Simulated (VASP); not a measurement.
A run of VASP 6.6.1:

The input POSCAR:

```
ZnSe
1.0
    0.0000000000      2.8338000000      2.8338000000
    2.8338000000      0.0000000000      2.8338000000
    2.8338000000      2.8338000000      0.0000000000
Se Zn
1 1
Direct
    0.7500000000      0.7500000000      0.7500000000
    0.0000000000      0.0000000000      0.0000000000
```

Contents of INCAR.step1:

```
SYSTEM = ZnSe
ALGO = Normal
EDIFF = 1E-5
ENCUT = 520
GGA = PE
ISIF = 2
ISMEAR = -1
LASPH = .True.
LCHARG = .False.
LREAL = .False.
LWAVE = .True.
NBANDS = 16
NELM = 100
PREC = Accurate
SIGMA = 0.05
```

INCAR.step2

```
SYSTEM = ZnSe
AEXX = 0.25
ALGO = Normal
EDIFF = 1E-6
ENCUT = 520
GGA = PE
HFSCREEN = 0.2
ISIF = 2
ISMEAR = -1
ISTART = 1
LASPH = .True.
LCHARG = .False.
LHFCALC = .True.
LREAL = .False.
LWAVE = .False.
NBANDS = 16
NELM = 100
PREC = Accurate
PRECFOCK = Normal
SIGMA = 0.05
```

KPOINTS

```
k-points
0
Gamma
  4 4 4
  0 0 0
```

Potentials or basis: VASP PAW PBE potentials, release 64 (Se, Zn).

Command:

```console
$ cat potpaw_PBE.64/Se/POTCAR potpaw_PBE.64/Zn/POTCAR > POTCAR
$ cp INCAR.step1 INCAR
$ mpirun -np 1 vasp_std > vasp.out
$ cp INCAR.step2 INCAR
$ mpirun -np 1 vasp_std > vasp.out
```

Hardware: 1 thread of Intel Xeon 6975P-C, on a shared host.

Question: How long does it take, and how much memory?

Answer: Wall time 8.5 min on 1 thread of Intel Xeon 6975P-C, on a shared host, peak memory 0.28 GiB. Counts: k points 8.
